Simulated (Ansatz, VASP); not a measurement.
## Ir: VASP beside Ansatz

```
Ir
1.0
     2.57605    0.00000    0.00000
     0.00000    2.57605    0.00000
     0.00000    0.00000    2.57605
Ir
1
Cartesian
  0.0000 0.0000 0.0000
```

Alike in both runs: task single point; functional PBEsol; k mesh 14 × 14 × 14; occupations fermi-dirac, width 0.1 eV; no spin polarisation.

|  | VASP | Ansatz |
| --- | --- | --- |
| version | VASP 6.6.1 | Ansatz 0.2.0 |
| potentials or method | VASP PAW PBE potentials, release 64 (Ir), cutoff 520 eV | plane waves (420 eV) with PAW, scalar-relativistic |
| valence electrons in the cell | 9 | 17 |

Ansatz gave:

* pressure (GPa): -10.2

Question: Estimate VASP's values.

Answer: Pressure (GPa): -9.8.

VASP's potentials were made for PBE, not for PBEsol, and Ansatz warns of the same on its side. VASP's potentials hold 9 valence electrons a cell and Ansatz's 17, so a difference there can come from the potentials and not from the codes.

Neither program's run includes spin-orbit coupling.
